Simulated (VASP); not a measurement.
A run of VASP 6.6.1:

INCAR

```
PREC = Accurate
ENCUT = 520
EDIFF = 1E-6
ISMEAR = 0
SIGMA = 0.01
LREAL = F
LASPH = T
NELM = 60
ALGO = Normal
ISIF = 2
LWAVE = F
LCHARG = F
GGA = PE
NBANDS = 16
```

KPOINTS

```
regular mesh
0
Gamma
  9 9 4
```

Contents of POSCAR:

```
NaH
1.0
    3.3781181399      0.0000000000      0.0000000000
   -1.6890590699      2.9255361261      0.0000000000
    0.0000000000      0.0000000000      5.9434470615
Na H
2 2
Direct
    0.0000000000      0.0000000000      0.0000000000
    0.0000000000      0.0000000000      0.5000000000
    0.3333333333      0.6666666667      0.2500000000
    0.6666666667      0.3333333333      0.7500000000
```

Potentials or basis: VASP PAW PBE potentials, release 64 (Na_pv, H).

The run is started by

```console
$ cat potpaw_PBE.64/Na_pv/POTCAR potpaw_PBE.64/H/POTCAR > POTCAR
$ mpirun -np 1 vasp_std > vasp.out
```

Hardware: 1 thread of Intel Xeon 8259CL, with other jobs on the host.

Task: Estimate the wall time of this run.

Result: Run time: 59 s on 1 thread of Intel Xeon 8259CL (shared host), peak memory 0.19 GiB. Counts: scf iterations 12, k points 36.
